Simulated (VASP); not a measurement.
# Ag (P6_3/mmc) in VASP: a series of runs

The runs below take Ag through electric field gradients, with r2SCAN.

Program: VASP 6.6.1. These are calculated values, not measurements. Logs are shortened: lines on timing, memory, paths and dates and some standing lists are left out, and cuts for length are marked.

### 1 The cell of the first run

It takes space group P6_3/mmc (No. 194, hexagonal). The conventional cell has a = 2.863 Å, b = 2.863 Å, c = 4.606 Å, α = 90.00°, β = 90.00°, γ = 120.00°. Within 3.7 Å of Ag (site symmetry -6m2) lie 12 Ag at 2.84 to 2.86 Å.

### 2 Electric field gradients, r2SCAN (volume scaled by 0.9405)

Input file POSCAR:

```
Ag
1.0
    2.8631511148      0.0000000000      0.0000000000
   -1.4315755574      2.4795616003      0.0000000000
    0.0000000000      0.0000000000      4.6064990626
Ag
2
Direct
    0.3333333333      0.6666666667      0.2500000000
    0.6666666667      0.3333333333      0.7500000000
```

Input file INCAR.step1:

```
ALGO = Normal
EDIFF = 1E-4
ENCUT = 520
GGA = PE
ISMEAR = -1
LASPH = True
LCHARG = False
LREAL = False
LWAVE = True
NBANDS = 18
NELM = 100
PREC = Accurate
SIGMA = 0.03
```

Input file INCAR.step2:

```
ALGO = Normal
EDIFF = 1E-8
ENCUT = 520
ISIF = 2
ISMEAR = -1
ISTART = 1
LASPH = True
LCHARG = False
LEFG = True
LMIXTAU = True
LREAL = False
LWAVE = False
METAGGA = R2SCAN
NBANDS = 18
NELM = 100
PREC = Accurate
SIGMA = 0.03
```

Input file KPOINTS:

```
k-points
0
Gamma
  13 13 7
```

Potentials or basis: VASP PAW PBE potentials, release 64 (Ag).

On the command line:

```sh
$ cat potpaw_PBE.64/Ag/POTCAR > POTCAR
$ cp INCAR.step1 INCAR
$ mpirun -np 1 vasp_std > vasp.out
$ cp INCAR.step2 INCAR
$ mpirun -np 1 vasp_std > vasp.out
```

OUTCAR:

```text
EDIFF = 1E-8
   ENCUT = 520
   ISIF = 2
   ISMEAR = -1
   ISTART = 1
   LASPH = True
   LREAL = False
   METAGGA = R2SCAN
   NELM = 100
   PREC = Accurate

 ion  position               nearest neighbor table
   1  0.333  0.667  0.250-   2 2.84   2 2.84   2 2.84   2 2.84   2 2.84   2 2.84
   2  0.667  0.333  0.750-   1 2.84   1 2.84   1 2.84   1 2.84   1 2.84   1 2.84

  LATTYP: Found a hexagonal cell.
 ALAT       =     2.8631511148
 C/A-ratio  =     1.6088913501

  Lattice vectors:

 A1 = (   2.8631511148,   0.0000000000,   0.0000000000)
 A2 = (  -1.4315755574,   2.4795616003,   0.0000000000)
 A3 = (   0.0000000000,   0.0000000000,   4.6064990626)

Analysis of symmetry for initial positions (statically):
=====================================================================
 Subroutine PRICEL returns:
 Original cell was already a primitive cell.

 Routine SETGRP: Setting up the symmetry group for a
 hexagonal supercell.

 Subroutine GETGRP returns: Found 24 space group operations
 (whereof 12 operations were pure point group operations)
 out of a pool of 24 trial point group operations.

The static configuration has the point symmetry D_3d.
 The point group associated with its full space group is D_6h.

Analysis of symmetry for dynamics (positions and initial velocities):
=====================================================================
 Subroutine PRICEL returns:
 Original cell was already a primitive cell.

 Routine SETGRP: Setting up the symmetry group for a
 hexagonal supercell.

 Subroutine GETGRP returns: Found 24 space group operations
 (whereof 12 operations were pure point group operations)
 out of a pool of 24 trial point group operations.

The dynamic configuration has the point symmetry D_3d.
 The point group associated with its full space group is D_6h.

 Subroutine INISYM returns: Found 24 space group operations
 (whereof 12 operations are pure point group operations),
 and found     1 'primitive' translations

----------------------------------------------------------------------------------------

                                     Primitive cell

  volume of cell :      32.7032

  direct lattice vectors                    reciprocal lattice vectors
     2.863151115  0.000000000  0.000000000     0.349265533  0.201648549  0.000000000
    -1.431575557  2.479561600  0.000000000     0.000000000  0.403297099  0.000000000
[... 120 lines left out ...]
 NGX is ok and might be reduce to    24
   NGX = 11   NGY = 11   NGZ = 17

 number of electron      21.9999993 magnetization

 Free energy of the ion-electron system (eV)
  ---------------------------------------------------
  ext. energy  EPLUGINS =         0.00000000
  ---------------------------------------------------
  free energy    TOTEN  =       -42.66419044 eV

  energy without entropy =      -42.66238877  energy(sigma->0) =      -42.66328961

 E-fermi :   9.1440     XC(G=0): -13.2627

 val. band max:        9.0667043177   @ k =   0.1538   0.1538   0.2857
 cond. band min:       9.1666372005   @ k =   0.4615  -0.0000   0.4286
 fundamental gap:      0.0999328829
 Fermi energy:         9.1439698976

 k-point     1 :       0.0000    0.0000    0.0000
  band No.  band energies     occupation
      1       0.7370      2.00000
      2       2.0157      2.00000
      3       3.7850      2.00000
      4       3.8109      2.00000
      5       3.8109      2.00000
      6       4.0894      2.00000
[... 481 lines left out ...]
      5       3.8643      2.00000
      6       4.0190      2.00000
[... 10 lines left out ...]
     17      27.1201      0.00000
     18      27.7983      0.00000

 [... further k-points ...]
[... 5 lines left out ...]
  --------------------------------------------------------------------------------------
  -------------------------------------------------------------------------------------
  Total        1.1521687      1.1521687      2.0273597      0.0000000     -0.0000000      0.0000000
  in kB       56.4464340     56.4464340     99.3233229      0.0000000     -0.0000000      0.0000000
  external PRESSURE =      70.7387303 kB  Pullay stress =       0.0000000 kB

 VOLUME and BASIS-vectors are now :
 -----------------------------------------------------------------------------
  energy-cutoff  :      520.00
  volume of cell :       32.70
      direct lattice vectors                 reciprocal lattice vectors
     2.863151115  0.000000000  0.000000000     0.349265533  0.201648549  0.000000000
    -1.431575557  2.479561600  0.000000000     0.000000000  0.403297099  0.000000000
     0.000000000  0.000000000  4.606499063     0.000000000  0.000000000  0.217084599

 POSITION                                       TOTAL-FORCE (eV/Angst)
 -----------------------------------------------------------------------------------
     -0.00000      1.65304      1.15162         0.000000     -0.000000      0.000000
      1.43158      0.82652      3.45487        -0.000000      0.000000      0.000000
 -----------------------------------------------------------------------------------
    total drift:                               -0.000000      0.000000     -0.000000

  FREE ENERGIE OF THE ION-ELECTRON SYSTEM (eV)
  ---------------------------------------------------
  free  energy   TOTEN  =       -42.6641904448 eV

  energy  without entropy=      -42.6623887687  energy(sigma->0) =      -42.66328961

 Electric field gradients (V/A^2)
---------------------------------------------------------------------
 ion       V_xx      V_yy      V_zz      V_xy      V_xz      V_yz
---------------------------------------------------------------------
   1       5.088     5.088   -10.176    -0.000     0.000    -0.000
   2       5.088     5.088   -10.176    -0.000    -0.000     0.000
---------------------------------------------------------------------

 Electric field gradients after diagonalization (V/A^2)
 (convention: |V_zz| > |V_xx| > |V_yy|)
----------------------------------------------------------------------
 ion       V_xx      V_yy      V_zz     asymmetry (V_yy - V_xx)/ V_zz
----------------------------------------------------------------------
   1       5.088     5.088   -10.176       0.000
   2       5.088     5.088   -10.176       0.000
----------------------------------------------------------------------

           NMR quadrupolar parameters

 Cq : quadrupolar parameter    Cq=e*Q*V_zz/h
 eta: asymmetry parameters     (V_yy - V_xx)/ V_zz
 Q  : nuclear electric quadrupole moment in mb (millibarn)
----------------------------------------------------------------------
 ion       Cq(MHz)       eta       Q (mb)
----------------------------------------------------------------------
   1      -0.025       0.000       1.000
   2      -0.025       0.000       1.000
----------------------------------------------------------------------
```

OUTCAR.step1:

```text
EDIFF = 1E-4
   ENCUT = 520
   GGA = PE
   ISMEAR = -1
   LASPH = True
[... 728 lines left out ...]
     -0.00000      1.65304      1.15162         0.000000     -0.000000      0.000000
      1.43158      0.82652      3.45487        -0.000000      0.000000      0.000000
 -----------------------------------------------------------------------------------
    total drift:                               -0.000000      0.000000     -0.000000

  FREE ENERGIE OF THE ION-ELECTRON SYSTEM (eV)
  ---------------------------------------------------
  free  energy   TOTEN  =        -5.3403229922 eV

  energy  without entropy=       -5.3386536661  energy(sigma->0) =       -5.33948833
```

OSZICAR.step1:

```text
N       E                     dE             d eps       ncg     rms          rms(c)
DAV:   1     0.126935621173E+03    0.12694E+03   -0.11863E+04  3024   0.123E+03
DAV:   2    -0.378286768299E+01   -0.13072E+03   -0.12453E+03  3170   0.273E+02
DAV:   3    -0.587223853135E+01   -0.20894E+01   -0.20827E+01  3432   0.389E+01
DAV:   4    -0.587852615680E+01   -0.62876E-02   -0.62871E-02  3422   0.211E+00
DAV:   5    -0.587857627940E+01   -0.50123E-04   -0.50122E-04  3376   0.200E-01    0.829E+00
DAV:   6    -0.536777080892E+01    0.51081E+00   -0.11630E+00  3126   0.118E+01    0.524E+00
DAV:   7    -0.534654077687E+01    0.21230E-01   -0.21317E-02  3288   0.147E+00    0.279E+00
DAV:   8    -0.534032114268E+01    0.62196E-02   -0.16302E-03  3206   0.303E-01    0.159E-01
DAV:   9    -0.534032299217E+01   -0.18495E-05   -0.17723E-05  1948   0.394E-02
   1 F= -.53403230E+01 E0= -.53394883E+01  d E =-.166933E-02
```

Wall time 2 min (1 thread of Intel Xeon Platinum 8488C (Sapphire Rapids), shared host); peak memory 0.18 GiB.

Results:

* Free energy: -42.6642 eV
* Pressure: 7.1 GPa
* Band gap on the k mesh: zero (band 11 reaches 12.28 eV, above the bottom of band 12 at 5.34 eV)

Stress tensor (GPa, compression positive):
```
5.64 0.00 0.00
0.00 5.64 0.00
0.00 0.00 9.93
```

Electric field gradients, principal values (V/Å²):
| atom | least | middle | greatest (by size) |
| --- | --- | --- | --- |
| 1 Ag | 5.088 | 5.088 | -10.176 |
| 2 Ag | 5.088 | 5.088 | -10.176 |

Caveat: without QUAD_EFG the Cq values of the log hold for a quadrupole moment of 1 mb, not for the nuclei; the PAW data sets were made with another functional, which shifts forces and pressure a little.

### 3 Electric field gradients, r2SCAN (volume scaled by 0.9405)

POSCAR is that of step 2.

Input file INCAR.step1:

```
SYSTEM = Ag
ALGO     = Normal         ! electronic algorithm
EDIFF    = 1E-4           ! SCF threshold, eV
ENCUT    = 520            ! plane-wave cutoff, eV
GGA      = PE             ! functional
ISMEAR   = -1             ! smearing method
LASPH    = .True.         ! aspherical terms in the spheres
LCHARG   = .False.        ! write CHGCAR
LREAL    = .False.        ! projectors in reciprocal space
LWAVE    = .True.         ! write WAVECAR
NBANDS   = 18             ! bands
NELM     = 60             ! most SCF steps
PREC     = Accurate       ! precision mode
SIGMA    = 0.03           ! smearing width, eV
```

Input file INCAR.step2:

```
SYSTEM = Ag
ALGO     = Normal         ! electronic algorithm
EDIFF    = 1E-8           ! SCF threshold, eV
ENCUT    = 520            ! plane-wave cutoff, eV
ISIF     = 2              ! what is computed and relaxed
ISMEAR   = -1             ! smearing method
ISTART   = 1            
LASPH    = .True.         ! aspherical terms in the spheres
LCHARG   = .False.        ! write CHGCAR
LEFG     = .True.       
LMIXTAU  = .True.       
LREAL    = .False.        ! projectors in reciprocal space
LWAVE    = .False.        ! write WAVECAR
METAGGA  = R2SCAN         ! meta-GGA
NBANDS   = 18             ! bands
NELM     = 60             ! most SCF steps
PREC     = Accurate       ! precision mode
SIGMA    = 0.03           ! smearing width, eV
```

Input file KPOINTS:

```
k-points
0
Gamma
  13 13 7
  0 0 0
```

Potentials or basis: VASP PAW PBE potentials, release 64 (Ag).

On the command line:

```sh
$ cat potpaw_PBE.64/Ag/POTCAR > POTCAR
$ cp INCAR.step1 INCAR
$ mpirun -np 1 vasp_std > vasp.out
$ cp INCAR.step2 INCAR
$ mpirun -np 1 vasp_std > vasp.out
```

OUTCAR:

```text
SYSTEM = Ag
   EDIFF = 1E-8
   ENCUT = 520
   ISIF = 2
   ISMEAR = -1
   ISTART = 1
   LASPH = .True.
   LREAL = .False.
   METAGGA = R2SCAN
   NELM = 60
   PREC = Accurate

 ion  position               nearest neighbor table
   1  0.333  0.667  0.250-   2 2.84   2 2.84   2 2.84   2 2.84   2 2.84   2 2.84
   2  0.667  0.333  0.750-   1 2.84   1 2.84   1 2.84   1 2.84   1 2.84   1 2.84

  LATTYP: Found a hexagonal cell.
 ALAT       =     2.8631511148
 C/A-ratio  =     1.6088913501

  Lattice vectors:

 A1 = (   2.8631511148,   0.0000000000,   0.0000000000)
[... 720 lines left out ...]
  free  energy   TOTEN  =       -42.6641904448 eV

  energy  without entropy=      -42.6623887687  energy(sigma->0) =      -42.66328961

 Electric field gradients (V/A^2)
---------------------------------------------------------------------
 ion       V_xx      V_yy      V_zz      V_xy      V_xz      V_yz
---------------------------------------------------------------------
   1       5.088     5.088   -10.176    -0.000     0.000    -0.000
   2       5.088     5.088   -10.176    -0.000    -0.000     0.000
---------------------------------------------------------------------

 Electric field gradients after diagonalization (V/A^2)
 (convention: |V_zz| > |V_xx| > |V_yy|)
----------------------------------------------------------------------
 ion       V_xx      V_yy      V_zz     asymmetry (V_yy - V_xx)/ V_zz
----------------------------------------------------------------------
   1       5.088     5.088   -10.176       0.000
   2       5.088     5.088   -10.176       0.000
----------------------------------------------------------------------

           NMR quadrupolar parameters

 Cq : quadrupolar parameter    Cq=e*Q*V_zz/h
 eta: asymmetry parameters     (V_yy - V_xx)/ V_zz
 Q  : nuclear electric quadrupole moment in mb (millibarn)
----------------------------------------------------------------------
 ion       Cq(MHz)       eta       Q (mb)
----------------------------------------------------------------------
   1      -0.025       0.000       1.000
   2      -0.025       0.000       1.000
----------------------------------------------------------------------
```

OUTCAR.step1:

```text
SYSTEM = Ag
   EDIFF = 1E-4
   ENCUT = 520
   GGA = PE
   ISMEAR = -1
   LASPH = .True.
   LREAL = .False.
[... 727 lines left out ...]
     -0.00000      1.65304      1.15162         0.000000     -0.000000      0.000000
      1.43158      0.82652      3.45487        -0.000000      0.000000      0.000000
 -----------------------------------------------------------------------------------
    total drift:                               -0.000000      0.000000     -0.000000

  FREE ENERGIE OF THE ION-ELECTRON SYSTEM (eV)
  ---------------------------------------------------
  free  energy   TOTEN  =        -5.3403229922 eV

  energy  without entropy=       -5.3386536661  energy(sigma->0) =       -5.33948833
```

OSZICAR.step1:

```text
N       E                     dE             d eps       ncg     rms          rms(c)
DAV:   1     0.126935621173E+03    0.12694E+03   -0.11863E+04  3024   0.123E+03
DAV:   2    -0.378286768299E+01   -0.13072E+03   -0.12453E+03  3170   0.273E+02
DAV:   3    -0.587223853135E+01   -0.20894E+01   -0.20827E+01  3432   0.389E+01
DAV:   4    -0.587852615680E+01   -0.62876E-02   -0.62871E-02  3422   0.211E+00
DAV:   5    -0.587857627940E+01   -0.50123E-04   -0.50122E-04  3376   0.200E-01    0.829E+00
DAV:   6    -0.536777080892E+01    0.51081E+00   -0.11630E+00  3126   0.118E+01    0.524E+00
DAV:   7    -0.534654077687E+01    0.21230E-01   -0.21317E-02  3288   0.147E+00    0.279E+00
DAV:   8    -0.534032114268E+01    0.62196E-02   -0.16302E-03  3206   0.303E-01    0.159E-01
DAV:   9    -0.534032299217E+01   -0.18495E-05   -0.17723E-05  1948   0.394E-02
   1 F= -.53403230E+01 E0= -.53394883E+01  d E =-.166933E-02
```

It took 2 min on 1 thread of Intel Xeon Platinum 8488C (Sapphire Rapids), shared host; peak memory 0.18 GiB.

Results:

```yaml
Free_energy: -42.6642 eV
Pressure: 7.1 GPa
Band_gap_on_the_k_mesh: zero (band 11 reaches 12.28 eV, above the bottom of band 12 at 5.34 eV)
```

Levels at points of the mesh, in eV from the Fermi level:
```csv
k point,band 7,band 8,band 9,band 10,band 11,band 12,band 13,band 14,band 15,band 16
"(0.00, 0.00, 0.00)",-5.05,-4.74,-4.74,-3.57,-3.57,-0.45,4.04,16.17,18.61,18.63
```

Electric field gradients, principal values (V/Å²):
```tsv
atom	least	middle	greatest (by size)
1 Ag	5.088	5.088	-10.176
2 Ag	5.088	5.088	-10.176
```

Caveat: without QUAD_EFG the Cq values of the log hold for a quadrupole moment of 1 mb, not for the nuclei; the PAW data sets were made with another functional, which shifts forces and pressure a little.

[end of part 1 of 2]
